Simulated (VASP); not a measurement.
A run of VASP 6.6.1:

INCAR

```
PREC = Accurate
ENCUT = 520
EDIFF = 1E-8
ISMEAR = -1
SIGMA = 0.08
LREAL = False
LASPH = True
NELM = 100
ALGO = Normal
ISIF = 2
LWAVE = False
LCHARG = False
GGA = PE
LEFG = True
NBANDS = 17
```

Contents of KPOINTS:

```
Automatic mesh
0
Gamma
  10 10 10
```

File POSCAR:

```
TePb
1.0
    4.0022870000      0.0000000000      0.0000000000
    0.0000000000      4.0022870000      0.0000000000
    0.0000000000      0.0000000000      4.0022870000
Te Pb
1 1
Direct
    0.5000000000      0.5000000000      0.5000000000
    0.0000000000      0.0000000000      0.0000000000
```

Potentials or basis: VASP PAW PBE potentials, release 64 (Te, Pb_d).

Run with:

```sh
$ cat potpaw_PBE.64/Te/POTCAR potpaw_PBE.64/Pb_d/POTCAR > POTCAR
$ mpirun -np 1 vasp_std > vasp.out
```

Hardware: 1 thread of Intel Xeon 8259CL (shared host).

Q: How long does it take, and how much memory?

A: It took 95 s on 1 thread of Intel Xeon 8259CL (shared host), peak memory 0.21 GiB. Counts: scf iterations 15, k points 56.
